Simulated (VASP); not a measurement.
Input of a VASP 6.6.1 run:

File INCAR:

```
PREC = Accurate
ENCUT = 520
EDIFF = 1E-6
ISMEAR = 0
SIGMA = 0.014
LREAL = F
LASPH = T
NELM = 80
ALGO = Normal
ISIF = 2
LWAVE = F
LCHARG = T
GGA = PE
LELF = T
LVHAR = T
NBANDS = 12
```

Contents of KPOINTS:

```
Automatic mesh
0
Gamma
  13 13 13
```

POSCAR

```
Cu
1.0
   -1.4427933200      1.4427933200      1.3760814500
    1.4427933200     -1.4427933200      1.3760814500
    1.4427933200      1.4427933200     -1.3760814500
Cu
1
Direct
    0.0000000000      0.0000000000      0.0000000000
```

Potentials or basis: VASP PAW PBE potentials, release 64 (Cu).

Launch:

```sh
$ cat potpaw_PBE.64/Cu/POTCAR > POTCAR
$ mpirun -np 1 vasp_std > vasp.out
```

Problem. Predict the pressure.

Solution. 7.8 GPa.

Stress tensor (GPa, compression positive):
```
7.86 0.00 0.00
0.00 7.86 0.00
0.00 0.00 7.78
```
